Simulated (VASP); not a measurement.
# Fe (Pm-3m) in VASP: single point with r2SCAN

Aim: the single point of Fe with r2SCAN.

Program: VASP 6.6.1. These are calculated values, not measurements. Logs are shortened: lines on timing, memory, paths and dates and some standing lists are left out, and cuts for length are marked.

### Step 1. The cell of the first run

Symmetry: Pm-3m, No. 221, cubic system. Conventional cell: a = 2.412 Å, b = 2.412 Å, c = 2.412 Å, α = 90.00°, β = 90.00°, γ = 90.00°. Fe (site symmetry m-3m) has 6 Fe at 2.41 Å within 3.2 Å.

### Step 2. Single point, r2SCAN, collinear spin, ferromagnetic start

POSCAR

```
Fe
1.0
    2.4119842960      0.0000000000      0.0000000000
    0.0000000000      2.4119842960      0.0000000000
    0.0000000000      0.0000000000      2.4119842960
Fe
1
Direct
    0.0000000000      0.0000000000      0.0000000000
```

INCAR.step1

```
PREC = Accurate
ENCUT = 520
ISMEAR = 0
SIGMA = 0.1
LREAL = False
LASPH = True
NELM = 150
ISPIN = 2
MAGMOM = 3.07
LMAXMIX = 4
NBANDS = 14
GGA = PE
ALGO = Normal
EDIFF = 1E-4
LWAVE = True
LCHARG = False
```

INCAR.step2

```
PREC = Accurate
ENCUT = 520
EDIFF = 1E-6
ISMEAR = 0
SIGMA = 0.1
LREAL = False
LASPH = True
NELM = 150
ALGO = Normal
ISIF = 2
LWAVE = False
LCHARG = False
ISPIN = 2
MAGMOM = 3.07
LORBIT = 11
LMAXMIX = 4
METAGGA = R2SCAN
LMIXTAU = True
NBANDS = 14
ISTART = 1
```

KPOINTS

```
Automatic mesh
0
Gamma
  22 22 22
```

Potentials or basis: VASP PAW PBE potentials, release 64 (Fe).

On the command line:

```sh
cat potpaw_PBE.64/Fe/POTCAR > POTCAR
cp INCAR.step1 INCAR
mpirun -np 1 vasp_std > vasp.out
cp INCAR.step2 INCAR
mpirun -np 1 vasp_std > vasp.out
```

OUTCAR:

```text
PREC = Accurate
   ENCUT = 520
   EDIFF = 1E-6
   ISMEAR = 0
   LREAL = False
   LASPH = True
   NELM = 150
   ISIF = 2
   ISPIN = 2
   LORBIT = 11
   METAGGA = R2SCAN
   ISTART = 1

 ion  position               nearest neighbor table
   1  0.000  0.000  0.000-

  LATTYP: Found a simple cubic cell.
 ALAT       =     2.4119842960

  Lattice vectors:

 A1 = (   2.4119842960,   0.0000000000,   0.0000000000)
 A2 = (   0.0000000000,   2.4119842960,   0.0000000000)
 A3 = (   0.0000000000,   0.0000000000,   2.4119842960)

Analysis of symmetry for initial positions (statically):
=====================================================================
 Subroutine PRICEL returns:
 Original cell was already a primitive cell.

 Routine SETGRP: Setting up the symmetry group for a
 simple cubic supercell.

 Subroutine GETGRP returns: Found 48 space group operations
 (whereof 48 operations were pure point group operations)
 out of a pool of 48 trial point group operations.

The static configuration has the point symmetry O_h .

Analysis of symmetry for dynamics (positions and initial velocities):
=====================================================================
 Subroutine PRICEL returns:
 Original cell was already a primitive cell.

 Routine SETGRP: Setting up the symmetry group for a
 simple cubic supercell.

 Subroutine GETGRP returns: Found 48 space group operations
 (whereof 48 operations were pure point group operations)
 out of a pool of 48 trial point group operations.

The dynamic configuration has the point symmetry O_h .

Analysis of structural, dynamic, and magnetic symmetry:
=====================================================================
 Subroutine PRICEL returns:
 Original cell was already a primitive cell.

 Routine SETGRP: Setting up the symmetry group for a
 simple cubic supercell.

 Subroutine GETGRP returns: Found 48 space group operations
 (whereof 48 operations were pure point group operations)
 out of a pool of 48 trial point group operations.

The overall configuration has the point symmetry O_h .

 Subroutine INISYM returns: Found 48 space group operations
 (whereof 48 operations are pure point group operations),
 and found     1 'primitive' translations

----------------------------------------------------------------------------------------

                                     Primitive cell

  volume of cell :      14.0321

  direct lattice vectors                    reciprocal lattice vectors
     2.411984296  0.000000000  0.000000000     0.414596398  0.000000000  0.000000000
     0.000000000  2.411984296  0.000000000     0.000000000  0.414596398  0.000000000
     0.000000000  0.000000000  2.411984296     0.000000000  0.000000000  0.414596398

  length of vectors
     2.411984296  2.411984296  2.411984296     0.414596398  0.414596398  0.414596398

  position of ions in fractional coordinates (direct lattice)
     0.000000000  0.000000000  0.000000000

  ion indices of the primitive-cell ions
   primitive index   ion index
                 1           1

----------------------------------------------------------------------------------------

 KPOINTS: Automatic mesh

Automatic generation of k-mesh.
 Grid dimensions read from file:
 generate k-points for:   22   22   22

 Generating k-lattice:

  Cartesian coordinates                     Fractional coordinates (reciprocal lattice)
     0.018845291  0.000000000  0.000000000     0.045454545  0.000000000  0.000000000
     0.000000000  0.018845291  0.000000000     0.000000000  0.045454545  0.000000000
     0.000000000  0.000000000  0.018845291     0.000000000  0.000000000  0.045454545

  Length of vectors
     0.018845291  0.018845291  0.018845291

  Shift w.r.t. Gamma in fractional coordinates (k-lattice)
     0.000000000  0.000000000  0.000000000

 Subroutine IBZKPT returns following result:
 ===========================================

 Found    364 irreducible k-points:

 Following reciprocal coordinates:
            Coordinates               Weight
  0.000000  0.000000  0.000000      1.000000
  0.045455  0.000000  0.000000      6.000000
  0.090909  0.000000  0.000000      6.000000
  0.136364  0.000000  0.000000      6.000000
  0.181818  0.000000  0.000000      6.000000
  0.227273  0.000000  0.000000      6.000000
[... 16 lines left out ...]
  0.500000  0.045455  0.000000     12.000000
  0.090909  0.090909  0.000000     12.000000
 [... further k-points ...]
   k-points           NKPTS =    364   k-points in BZ     NKDIM =    364   number of bands    NBANDS=     14
   number of dos      NEDOS =    301   number of ions     NIONS =      1
   total plane-waves  NPLWV =   5832
   dimension x,y,z NGX =    18 NGY =   18 NGZ =   18
   dimension x,y,z NGXF=    36 NGYF=   36 NGZF=   36
   ions per type =               1
   NGX,Y,Z   is equivalent  to a cutoff of  12.41, 12.41, 12.41 a.u.
   NGXF,Y,Z  is equivalent  to a cutoff of  24.81, 24.81, 24.81 a.u.
 SYSTEM =  unknown system
   PREC   = accura    normal or accurate (medium, high low for compatibility)
   ISTART =      1    job   : 0-new  1-cont  2-samecut
   ICHARG =      0    charge: 1-file 2-atom 10-const
   ISPIN  =      2    spin polarized calculation?
   LNONCOLLINEAR =      F non collinear calculations
   LSORBIT =      F    spin-orbit coupling
   LASPH  =      T    aspherical Exc in radial PAW
   ENCUT  =  520.0 eV  38.22 Ry    6.18 a.u.   4.48  4.48  4.48*2*pi/ulx,y,z
   NELM   =    150;   NELMIN=  2; NELMDL=  0     # of ELM steps
   EDIFF  = 0.1E-05   stopping-criterion for ELM
   LREAL  =      F    real-space projection
   EDIFFG = 0.1E-04   stopping-criterion for IOM
   NSW    =      0    number of steps for IOM
   IBRION =     -1    ionic relax: 0-MD 1-quasi-New 2-CG
   NFREE  =      0    steps in history (QN), initial steepest desc. (CG)
   ISIF   =      2    stress and relaxation
   ISYM   =      2    0-nonsym 1-usesym 2-fastsym
   POTIM  = 0.5000    time-step for ionic-motion
   TEBEG  =    0.0;   TEEND  =   0.0 temperature during run
   PSTRESS=    0.0 pullay stress
   NELECT =       8.0000    total number of electrons
   NUPDOWN=      -1.0000    fix difference up-down
   EMIN   =  10.00;   EMAX   =-10.00  energy-range for DOS
   EFERMI =   0.00;   METHOD = LEGACY
   ISMEAR =     0;   SIGMA  =   0.10  broadening in eV -4-tet -1-fermi 0-gaus
   EFERMI_NEDOS =   21; number of points for ismear=-14 and -15
   IALGO  =     38    algorithm
   IMIX   =      4    mixing-type and parameters
     AMIX     =   0.40;   BMIX     =  1.00
     AMIX_MAG =   1.60;   BMIX_MAG =  1.00
  volume/ion in A,a.u.               =      14.03        94.69
  Fermi-wavevector in a.u.,A,eV,Ry     =   1.357470  2.565247 25.071806  1.842726
  Thomas-Fermi vector in A             =   2.484386
   LORBIT       =     11    0 simple, 1 ext, 2 COOP (PROOUT), +10 PAW based schemes
   METAGGA = R2SCAN    functional components
   LHFCALC =     F    Hartree Fock is set to
   AEXX    =    0.0000 exact exchange contribution
   IVDW    =     0    specifies the selected vdW correction
   LEPSILON=     F    determine dielectric tensor
   LRPA    =     F    only Hartree local field effects (RPA)
 spin polarized calculation
 Gauss-broadening in eV      SIGMA  =   0.10
  energy-cutoff  :      520.00
  volume of cell :       14.03
 maximum number of plane-waves:       392
 NGX is ok and might be reduce to    18
   NGX =  9   NGY =  9   NGZ =  9

 number of electron       8.0000012 magnetization       2.8996427

 Free energy of the ion-electron system (eV)
  ---------------------------------------------------
  ext. energy  EPLUGINS =         0.00000000
  ---------------------------------------------------
  free energy    TOTEN  =       -13.59823829 eV

  energy without entropy =      -13.59348220  energy(sigma->0) =      -13.59586024

 E-fermi :   4.3555     XC(G=0): -12.8196

 val. band max:        4.3531773989   @ k =   0.3182   0.2727   0.1364
 cond. band min:       4.3560540092   @ k =   0.4545   0.3182   0.3182
 fundamental gap:      0.0028766103
 Fermi energy:         4.3555234773

 spin component 1

 k-point     1 :       0.0000    0.0000    0.0000
  band No.  band energies     occupation
      1      -3.6942      1.00000
      2      -0.2132      1.00000
      3      -0.2131      1.00000
      4       2.7379      1.00000
      5       2.7379      1.00000
      6       2.7379      1.00000
      7      22.8505      0.00000
      8      22.8505      0.00000
      9      22.8505      0.00000
     10      26.4129      0.00000
     11      26.4130      0.00000
     12      31.3805      0.00000
     13      43.6692      0.00000
     14      43.6692      0.00000

 k-point     2 :       0.0455    0.0000    0.0000
  band No.  band energies     occupation
      1      -3.6338      1.00000
      2      -0.2043      1.00000
      3      -0.1817      1.00000
      4       2.7138      1.00000
      5       2.7138      1.00000
      6       2.7399      1.00000
      7      21.9683      0.00000
      8      22.9313      0.00000
      9      22.9314      0.00000
     10      26.4234      0.00000
     11      27.1069      0.00000
     12      31.6723      0.00000
     13      42.9986      0.00000
     14      43.4940      0.00000
[... 343 lines left out ...]
      1      -0.1519      1.00000
      2       0.2664      1.00000
      3       1.4729      1.00000
      4       1.6500      1.00000
      5       2.8134      1.00000
      6       3.2848      1.00000
      7       7.7301      0.00000
      8      26.9076      0.00000
      9      29.2329      0.00000
     10      29.4212      0.00000
     11      30.1820      0.00000
     12      31.9435      0.00000
     13      33.1056      0.00000
     14      33.4050      0.00000

 k-point    24 :       0.0909    0.0909    0.0000
  band No.  band energies     occupation
      1      -3.2188      1.00000
      2      -0.0994      1.00000
      3      -0.0070      1.00000
      4       2.5499      1.00000
      5       2.6382      1.00000
      6       2.6669      1.00000
      7      20.2225      0.00000
      8      20.8848      0.00000
      9      23.4896      0.00000
     10      27.3006      0.00000
     11      29.5830      0.00000
     12      33.4500      0.00000
     13      39.6855      0.00000
     14      42.4920      0.00000

 [... further k-points ...]

 spin component 2

 k-point     1 :       0.0000    0.0000    0.0000
  band No.  band energies     occupation
      1      -3.8453      1.00000
      2       2.1528      1.00000
      3       2.1537      1.00000
      4       7.7393      0.00000
      5       7.7407      0.00000
      6       7.7407      0.00000
      7      24.3905      0.00000
      8      24.3917      0.00000
      9      24.3918      0.00000
     10      27.3411      0.00000
     11      27.3445      0.00000
     12      31.2777      0.00000
     13      45.3120      0.00000
     14      45.3120      0.00000

 k-point     2 :       0.0455    0.0000    0.0000
  band No.  band energies     occupation
      1      -3.7830      1.00000
      2       2.1651      1.00000
      3       2.1847      1.00000
      4       7.7064      0.00000
      5       7.7079      0.00000
      6       7.7431      0.00000
      7      23.3544      0.00000
      8      24.4796      0.00000
      9      24.4809      0.00000
     10      27.3446      0.00000
     11      28.1014      0.00000
     12      31.6708      0.00000
     13      44.4995      0.00000
     14      45.1702      0.00000
[... 343 lines left out ...]
      1       1.3246      1.00000
      2       2.6902      1.00000
      3       2.8060      1.00000
      4       6.3173      0.00000
      5       6.3529      0.00000
      6       7.8333      0.00000
      7      10.1613      0.00000
      8      27.1321      0.00000
      9      29.4987      0.00000
     10      31.3338      0.00000
     11      32.4594      0.00000
     12      33.5089      0.00000
     13      34.3898      0.00000
     14      35.0398      0.00000

 k-point    24 :       0.0909    0.0909    0.0000
  band No.  band energies     occupation
      1      -3.3519      1.00000
      2       2.2831      1.00000
      3       2.3665      1.00000
      4       7.4751      0.00000
      5       7.5987      0.00000
      6       7.6498      0.00000
      7      21.5289      0.00000
      8      22.0892      0.00000
      9      25.0918      0.00000
     10      28.1116      0.00000
     11      30.7733      0.00000
     12      33.8715      0.00000
     13      41.1334      0.00000
     14      43.8245      0.00000

 [... further k-points ...]
[... 5 lines left out ...]
  --------------------------------------------------------------------------------------
  -------------------------------------------------------------------------------------
  Total       -0.0286106     -0.0286106     -0.0286106      0.0000000      0.0000000     -0.0000000
  in kB       -3.2667348     -3.2667348     -3.2667348      0.0000000      0.0000000     -0.0000000
  external PRESSURE =      -3.2667348 kB  Pullay stress =       0.0000000 kB

 VOLUME and BASIS-vectors are now :
 -----------------------------------------------------------------------------
  energy-cutoff  :      520.00
  volume of cell :       14.03
      direct lattice vectors                 reciprocal lattice vectors
     2.411984296  0.000000000  0.000000000     0.414596398  0.000000000  0.000000000
     0.000000000  2.411984296  0.000000000     0.000000000  0.414596398  0.000000000
     0.000000000  0.000000000  2.411984296     0.000000000  0.000000000  0.414596398

 POSITION                                       TOTAL-FORCE (eV/Angst)
 -----------------------------------------------------------------------------------
      0.00000      0.00000      0.00000         0.000000      0.000000      0.000000
 -----------------------------------------------------------------------------------
    total drift:                                0.000000      0.000000     -0.000000

  FREE ENERGIE OF THE ION-ELECTRON SYSTEM (eV)
  ---------------------------------------------------
  free  energy   TOTEN  =       -13.5982382852 eV

  energy  without entropy=      -13.5934821970  energy(sigma->0) =      -13.59586024

 total charge

# of ion       s       p       d       tot
------------------------------------------
    1        0.488   0.409   6.199   7.096

 magnetization (x)

# of ion       s       p       d       tot
------------------------------------------
    1        0.009  -0.018   2.934   2.926
```

Wall time 3.3 min (1 thread of AMD EPYC 9R45 (Zen 5), shared host); peak memory 0.18 GiB.

What came out:

```
Free energy                                           : -13.5982 eV
Pressure                                              : -0.3 GPa
Net moment                                            : 2.90 μB per cell
Site moments                                          : Fe +2.93 μB
Valence electrons inside the program's atomic spheres : Fe 7.10
```

Caveat: the PAW data sets were made with another functional, which shifts forces and pressure a little.
